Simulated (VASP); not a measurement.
Runs of VASP 6.6.1 on Cd3O. The structure is that of space group I4/mmm (No. 139), or close to it. The cells are those of the table. 

```tsv
task	potentials or basis	cell	k mesh	cutoff (eV)	second run	gap on the mesh (eV)	pressure (GPa)
single point	VASP PAW PBE potentials, release 64 (Cd, O)	a = 5.642 Å, angles 140.0, 140.0, 57.8°, 4 atoms	6 × 6 × 6	520	-	none	0.5
single point	VASP PAW PBE potentials, release 64 (Cd, O)	a = 5.477 Å, angles 135.6, 135.6, 64.7°, 4 atoms	6 × 6 × 6	520	-	none	(a)
relaxation of cell and atoms	VASP PAW PBE potentials, release 64 (Cd, O)	relaxed from a = 5.477 Å, angles 135.6, 135.6, 64.7°, 4 atoms	6 × 6 × 6	600	-	none	-0.2
single point	VASP PAW PBE potentials, release 64 (Cd_sv_GW, O)	a = 5.642 Å, angles 140.0, 140.0, 57.8°, 4 atoms	6 × 6 × 6	600	valence_matched	none	-0.8
single point	VASP PAW PBE potentials, release 64 (Cd, O)	a = 5.585 Å, angles 139.4, 139.4, 58.7°, 4 atoms	16 × 16 × 16	520	-	none	0.5
```

Alike in all rows: level PBE; no spin polarisation; smearing gaussian 0.1 eV.

Q: Fill in the values left out.

A: (a) -4.6.

Caveats: some runs use coarse meshes.

A k mesh can miss the band edges, and the runs leave out spin-orbit coupling on Cd.

A gap of «none» marks levels without a gap at the run's occupations.

The runs don't all hold the same shells in valence.
